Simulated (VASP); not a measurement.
A run of VASP 6.6.1 is set up as follows.

File INCAR:

```
PREC = Accurate ; ENCUT = 520
EDIFF = 1E-6 ; ISMEAR = -1
SIGMA = 0.06122561905347299 ; LREAL = False
LASPH = True ; NELM = 60
ALGO = Normal ; ISIF = 2
LWAVE = False ; LCHARG = False
GGA = PE ; NBANDS = 12
```

The input KPOINTS:

```
Automatic mesh
0
Gamma
  14 14 14
```

The input POSCAR:

```
Ga
1.0
    2.7381961683      0.0000000000      0.0000000000
    0.0000000000      2.7381961683      0.0000000000
    0.0000000000      0.0000000000      2.7381961683
Ga
1
Direct
    0.0000000000      0.0000000000      0.0000000000
```

Potentials or basis: VASP PAW PBE potentials, release 64 (Ga_d).

Run with:

```bash
$ cat potpaw_PBE.64/Ga_d/POTCAR > POTCAR
$ mpirun -np 1 vasp_std > vasp.out
```

(1) Estimate the pressure.

Answers

(1) -0.8 GPa.
